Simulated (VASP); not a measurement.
The system is MnO2.

```
Mn O
1.0
     2.91260    0.00000    0.00000
    -1.45630    2.52239    0.00000
     0.00000    0.00000    4.69162
Mn O
1 2
Direct
  0.00000 0.00000 0.50000
  0.33333 0.66667 0.70629
  0.66667 0.33333 0.29371
```

Base run:

| Item | Value |
| --- | --- |
| Program | VASP 6.6.1 |
| Functional | PBE |
| Potentials or basis | VASP PAW PBE potentials, release 64 (Mn_pv, O) |
| Cutoff | 520 eV |
| k mesh | 11 × 11 × 6 |
| Occupations | fermi-dirac, width 0.05 eV |
| Spin | collinear spin, ferromagnetic start |
| Starting moments | [4.0, 0.0, 0.0] μB |

Its results: band gap on the k mesh 1.01 eV (least direct gap 1.09 eV); pressure -5.0 GPa; net moment 3.00 μB per cell; site moments Mn +2.89; O +0.02 μB; largest force 0.473 eV/Å.

Question: The run is repeated on the same cell with these changes: functional from PBE to PBEsol. What comes out?

Answer: Band gap on the k mesh 0.91 eV (least direct gap 0.98 eV); pressure -11.3 GPa; net moment 3.00 μB per cell; site moments Mn +2.89; O +0.01 μB; largest force 0.843 eV/Å.

PBEsol binds more tightly than PBE, so the same cell stands under less pressure.

Caveats: a cell with one magnetic atom can't hold antiferromagnetic order, which such compounds often take; the cell stands under tension (at least some runs); the stress differs along the axes, from -13 to -7 GPa (at least some runs); the PAW data sets were made with another functional, which shifts forces and pressure a little (at least some runs).

A k mesh can miss the band edges.
